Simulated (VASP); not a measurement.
# Si (C2) in VASP: single point with PBEsol

Aim: the single point of Si with PBEsol.

Program: VASP 6.6.1. These are calculated values, not measurements. Logs are shortened: lines on timing, memory, paths and dates and some standing lists are left out, and cuts for length are marked.

## Step 1: The cell of the first run

The structure is monoclinic, space group C2 (No. 5). The conventional cell has a = 3.799 Å, b = 6.567 Å, c = 6.168 Å, α = 90.00°, β = 92.33°, γ = 90.00°. Within 2.9 Å of Si (site symmetry 1) lie 4 Si at 2.18 to 2.76 Å. Within 2.8 Å of Si (site symmetry 1) lie 4 Si at 2.12 to 2.76 Å.

## Step 2: Single point, PBEsol (strained and its atoms moved)

The input, INCAR:

```
SYSTEM = Si
PREC     = Accurate       ! precision mode
ENCUT    = 520            ! plane-wave cutoff, eV
EDIFF    = 1E-7           ! SCF threshold, eV
ISMEAR   = 0              ! smearing method
SIGMA    = 0.05           ! smearing width, eV
LREAL    = .FALSE.        ! projectors in reciprocal space
LASPH    = .TRUE.         ! aspherical terms in the spheres
NELM     = 60             ! most SCF steps
ALGO     = Normal         ! electronic algorithm
ISIF     = 2              ! what is computed and relaxed
LWAVE    = .FALSE.        ! write WAVECAR
LCHARG   = .TRUE.         ! write CHGCAR
GGA      = PS             ! functional
LELF     = .TRUE.         ! ELF
LVHAR    = .TRUE.       
NBANDS   = 16             ! bands
```

The input, KPOINTS:

```
regular mesh
0
G
  12 12 6
  0 0 0
```

The input, POSCAR:

```
Si
1.0
    3.7983681303      0.0000000000     -0.0766263492
   -1.8991840652      3.2835108610      0.0383131746
   -0.1266524400      0.0000000000      6.1663906727
Si
4
Direct
    0.3274229651      0.5996975176      0.0605359273
    0.6809597332      0.4003024824      0.5783499139
    0.2722745425      0.5996975176      0.4394640727
    0.7193427592      0.4003024824      0.9216500861
```

Potentials or basis: VASP PAW PBE potentials, release 64 (Si).

Command:

```console
> cat potpaw_PBE.64/Si/POTCAR > POTCAR
> mpirun -np 1 vasp_std > vasp.out
```

OUTCAR:

```text
SYSTEM = Si
   PREC = Accurate
   ENCUT = 520
   EDIFF = 1E-7
   ISMEAR = 0
   LREAL = .FALSE.
   LASPH = .TRUE.
   NELM = 60
   ISIF = 2
   GGA = PS

 ion  position               nearest neighbor table
   1  0.327  0.600  0.061-   4 2.18   4 2.19   3 2.35   4 2.76
   2  0.681  0.400  0.578-   4 2.12   3 2.18   3 2.19   3 2.76
   3  0.272  0.600  0.439-   2 2.18   2 2.19   1 2.35   2 2.76
   4  0.719  0.400  0.922-   2 2.12   1 2.18   1 2.19   1 2.76

  LATTYP: Found a base centered monoclinic cell.
 ALAT       =     3.7991409622
 B/A-ratio  =     1.7285543725
 C/A-ratio  =     1.6234436321
 COS(beta)  =    -0.0406957799

  Lattice vectors:

 A1 = (   1.8991840652,  -3.2835108610,  -0.0383131746)
 A2 = (   1.8991840651,   3.2835108610,  -0.0383131746)
 A3 = (  -0.1266524400,   0.0000000000,   6.1663906727)

Analysis of symmetry for initial positions (statically):
=====================================================================
 Subroutine PRICEL returns:
 Original cell was already a primitive cell.

 Routine SETGRP: Setting up the symmetry group for a
 base centered monoclinic supercell.

 Subroutine GETGRP returns: Found  2 space group operations
 (whereof  1 operations were pure point group operations)
 out of a pool of  4 trial point group operations.

The static configuration has the point symmetry C_1 .
 The point group associated with its full space group is C_2 .

Analysis of symmetry for dynamics (positions and initial velocities):
=====================================================================
 Subroutine PRICEL returns:
 Original cell was already a primitive cell.

 Routine SETGRP: Setting up the symmetry group for a
 base centered monoclinic supercell.

 Subroutine GETGRP returns: Found  2 space group operations
 (whereof  1 operations were pure point group operations)
 out of a pool of  4 trial point group operations.

The dynamic configuration has the point symmetry C_1 .
 The point group associated with its full space group is C_2 .

 Subroutine INISYM returns: Found  2 space group operations
 (whereof  1 operations are pure point group operations),
 and found     1 'primitive' translations

----------------------------------------------------------------------------------------

                                     Primitive cell

  volume of cell :      76.8753

  direct lattice vectors                    reciprocal lattice vectors
     3.798368130  0.000000000 -0.076626349     0.263380084  0.152276030  0.005409604
    -1.899184065  3.283510861  0.038313175     0.000000000  0.304552061  0.000000000
    -0.126652440  0.000000000  6.166390673     0.003272880  0.000000000  0.162236642

  length of vectors
     3.799140962  3.793390513  6.167691202     0.304280006  0.304552061  0.162269652

  position of ions in fractional coordinates (direct lattice)
     0.327422965  0.599697518  0.060535927
     0.680959733  0.400302482  0.578349914
     0.272274542  0.599697518  0.439464073
     0.719342759  0.400302482  0.921650086

  ion indices of the primitive-cell ions
   primitive index   ion index
                 1           1
                 2           2
                 3           3
                 4           4

----------------------------------------------------------------------------------------

 KPOINTS: regular mesh

Automatic generation of k-mesh.
 Grid dimensions read from file:
 generate k-points for:   12   12    6

 Generating k-lattice:

  Cartesian coordinates                     Fractional coordinates (reciprocal lattice)
     0.021948340  0.012689669  0.000450800     0.083333333  0.000000000  0.000000000
     0.000000000  0.025379338  0.000000000     0.000000000  0.083333333  0.000000000
     0.000545480  0.000000000  0.027039440    -0.000000000  0.000000000  0.166666667

  Length of vectors
     0.025356667  0.025379338  0.027044942

  Shift w.r.t. Gamma in fractional coordinates (k-lattice)
     0.000000000  0.000000000  0.000000000

 Subroutine IBZKPT returns following result:
 ===========================================

 Found    242 irreducible k-points:

 Following reciprocal coordinates:
            Coordinates               Weight
  0.000000  0.000000  0.000000      1.000000
  0.083333  0.000000 -0.000000      4.000000
  0.166667  0.000000 -0.000000      4.000000
  0.250000  0.000000 -0.000000      4.000000
  0.333333  0.000000 -0.000000      4.000000
  0.416667  0.000000  0.000000      4.000000
[... 16 lines left out ...]
  0.333333  0.166667 -0.000000      4.000000
  0.416667  0.166667  0.000000      4.000000
 [... further k-points ...]
   k-points           NKPTS =    242   k-points in BZ     NKDIM =    242   number of bands    NBANDS=     16
   number of dos      NEDOS =    301   number of ions     NIONS =      4
   total plane-waves  NPLWV =  37632
   dimension x,y,z NGX =    28 NGY =   28 NGZ =   48
   dimension x,y,z NGXF=    56 NGYF=   56 NGZF=   96
   ions per type =               4
   NGX,Y,Z   is equivalent  to a cutoff of  12.25, 12.27, 12.94 a.u.
   NGXF,Y,Z  is equivalent  to a cutoff of  24.50, 24.54, 25.88 a.u.
 SYSTEM =  Si
   PREC   = accura    normal or accurate (medium, high low for compatibility)
   ISTART =      0    job   : 0-new  1-cont  2-samecut
   ICHARG =      2    charge: 1-file 2-atom 10-const
   ISPIN  =      1    spin polarized calculation?
   LNONCOLLINEAR =      F non collinear calculations
   LSORBIT =      F    spin-orbit coupling
   LASPH  =      T    aspherical Exc in radial PAW
   ENCUT  =  520.0 eV  38.22 Ry    6.18 a.u.   7.06  7.05 11.47*2*pi/ulx,y,z
   NELM   =     60;   NELMIN=  2; NELMDL= -5     # of ELM steps
   EDIFF  = 0.1E-06   stopping-criterion for ELM
   LREAL  =      F    real-space projection
   EDIFFG = 0.1E-05   stopping-criterion for IOM
   NSW    =      0    number of steps for IOM
   IBRION =     -1    ionic relax: 0-MD 1-quasi-New 2-CG
   NFREE  =      0    steps in history (QN), initial steepest desc. (CG)
   ISIF   =      2    stress and relaxation
   ISYM   =      2    0-nonsym 1-usesym 2-fastsym
   POTIM  = 0.5000    time-step for ionic-motion
   TEBEG  =    0.0;   TEEND  =   0.0 temperature during run
   PSTRESS=    0.0 pullay stress
   NELECT =      16.0000    total number of electrons
   NUPDOWN=      -1.0000    fix difference up-down
   EMIN   =  10.00;   EMAX   =-10.00  energy-range for DOS
   EFERMI =   0.00;   METHOD = LEGACY
   ISMEAR =     0;   SIGMA  =   0.05  broadening in eV -4-tet -1-fermi 0-gaus
   EFERMI_NEDOS =   21; number of points for ismear=-14 and -15
   IALGO  =     38    algorithm
   IMIX   =      4    mixing-type and parameters
     AMIX     =   0.40;   BMIX     =  1.00
     AMIX_MAG =   1.60;   BMIX_MAG =  1.00
  volume/ion in A,a.u.               =      19.22       129.69
  Fermi-wavevector in a.u.,A,eV,Ry     =   0.970181  1.833376 12.806492  0.941251
  Thomas-Fermi vector in A             =   2.100295
   LORBIT       =      0    0 simple, 1 ext, 2 COOP (PROOUT), +10 PAW based schemes
   GGA     = PS    functional components
   LHFCALC =     F    Hartree Fock is set to
   AEXX    =    0.0000 exact exchange contribution
   IVDW    =     0    specifies the selected vdW correction
   LEPSILON=     F    determine dielectric tensor
   LRPA    =     F    only Hartree local field effects (RPA)
 non-spin polarized calculation
 Gauss-broadening in eV      SIGMA  =   0.05
  energy-cutoff  :      520.00
  volume of cell :       76.88
 maximum number of plane-waves:      2089
   NGX = 15   NGY = 15   NGZ = 23

 number of electron      16.0000000 magnetization

 Free energy of the ion-electron system (eV)
  ---------------------------------------------------
  ext. energy  EPLUGINS =         0.00000000
  ---------------------------------------------------
  free energy    TOTEN  =       -21.11270988 eV

  energy without entropy =      -21.11127928  energy(sigma->0) =      -21.11199458

 E-fermi :   6.6644     XC(G=0):  -9.7215

 val. band max:        6.6637125224   @ k =   0.0833   0.0833  -0.0000
 cond. band min:       6.6736784084   @ k =   0.2500   0.3333  -0.0000
 fundamental gap:      0.0099658860
 Fermi energy:         6.6643776509

 k-point     1 :       0.0000    0.0000    0.0000
  band No.  band energies     occupation
      1      -6.2927      2.00000
      2      -3.6186      2.00000
      3      -1.4136      2.00000
      4       3.6086      2.00000
      5       5.1177      2.00000
      6       5.5687      2.00000
[... 8 lines left out ...]
     15      11.3524      0.00000
     16      11.9325      0.00000

 k-point     2 :       0.0833    0.0000   -0.0000
  band No.  band energies     occupation
      1      -6.2094      2.00000
      2      -3.5342      2.00000
      3      -1.3709      2.00000
      4       3.1373      2.00000
      5       4.7415      2.00000
      6       5.3919      2.00000
[... 8 lines left out ...]
     15      11.0442      0.00000
     16      12.1300      0.00000

 k-point     3 :       0.1667    0.0000   -0.0000
  band No.  band energies     occupation
      1      -5.9608      2.00000
      2      -3.2820      2.00000
      3      -1.2746      2.00000
      4       2.1820      2.00000
      5       3.8181      2.00000
      6       4.9070      2.00000
[... 8 lines left out ...]
     15      11.5734      0.00000
     16      12.2911      0.00000

 k-point     4 :       0.2500    0.0000   -0.0000
  band No.  band energies     occupation
      1      -5.5517      2.00000
      2      -2.8654      2.00000
      3      -1.2700      2.00000
      4       1.3143      2.00000
      5       2.6795      2.00000
      6       4.3195      2.00000
[... 8 lines left out ...]
     15      12.3723      0.00000
     16      12.7276      0.00000
[... 324 lines left out ...]
 k-point    22 :       0.2500    0.1667   -0.0000
  band No.  band energies     occupation
      1      -4.9122      2.00000
      2      -2.2096      2.00000
      3      -1.4074      2.00000
      4       1.1572      2.00000
      5       1.9148      2.00000
      6       2.4333      2.00000
[... 8 lines left out ...]
     15      12.3993      0.00000
     16      13.0343      0.00000

 k-point    23 :       0.3333    0.1667   -0.0000
  band No.  band energies     occupation
      1      -4.2890      2.00000
      2      -2.1459      2.00000
      3      -1.5473      2.00000
      4       0.7732      2.00000
      5       1.2461      2.00000
      6       2.3617      2.00000
[... 8 lines left out ...]
     15      12.4950      0.00000
     16      13.4779      0.00000

 k-point    24 :       0.4167    0.1667    0.0000
  band No.  band energies     occupation
      1      -3.6683      2.00000
      2      -2.9172      2.00000
      3      -0.8368      2.00000
      4      -0.1967      2.00000
      5       1.5519      2.00000
      6       2.4659      2.00000
[... 8 lines left out ...]
     15      12.6608      0.00000
     16      13.2613      0.00000

 [... further k-points ...]
[... 5 lines left out ...]
  --------------------------------------------------------------------------------------
  -------------------------------------------------------------------------------------
  Total        9.8725419     -2.6459176      8.0629696      0.0000000      0.0000000      1.3247696
  in kB      205.7562354    -55.1442638    168.0424642      0.0000000      0.0000000     27.6098712
  external PRESSURE =     106.2181453 kB  Pullay stress =       0.0000000 kB

 VOLUME and BASIS-vectors are now :
 -----------------------------------------------------------------------------
  energy-cutoff  :      520.00
  volume of cell :       76.88
      direct lattice vectors                 reciprocal lattice vectors
     3.798368130  0.000000000 -0.076626349     0.263380084  0.152276030  0.005409604
    -1.899184065  3.283510861  0.038313175     0.000000000  0.304552061  0.000000000
    -0.126652440  0.000000000  6.166390673     0.003272880  0.000000000  0.162236642

 POSITION                                       TOTAL-FORCE (eV/Angst)
 -----------------------------------------------------------------------------------
      0.09707      1.96911      0.37118        -0.217315      2.429296      1.253416
      1.75304      1.31440      3.52949        -0.137257     -2.429296     -1.986159
     -0.16040      1.96911      2.71202         0.217315      2.429296     -1.253416
      1.85535      1.31440      5.64347         0.137257     -2.429296      1.986159
 -----------------------------------------------------------------------------------
    total drift:                               -0.000000     -0.000062      0.000000

  FREE ENERGIE OF THE ION-ELECTRON SYSTEM (eV)
  ---------------------------------------------------
  free  energy   TOTEN  =       -21.1127098797 eV

  energy  without entropy=      -21.1112792759  energy(sigma->0) =      -21.11199458
```

Run time: 5.3 min. Hardware: 1 thread of Intel Xeon 8259CL, shared host; peak memory 0.33 GiB.

Results:

```yaml
Free_energy: -21.1127 eV
Pressure: 10.6 GPa
Largest_force: 3.141 eV/Å
Band_gap_on_the_k_mesh: zero (bands 8 and 9 overlap by 1.21 eV)
```

Forces on the atoms (eV/Å):
```
Si  -0.217  2.429  1.253
Si  -0.137 -2.429 -1.986
Si   0.217  2.429 -1.253
Si   0.137 -2.429  1.986
```

Caveat: the cell differs from its parent crystal (strained and its atoms moved); the cell stands under pressure; the PAW data sets were made with another functional, which shifts forces and pressure a little.
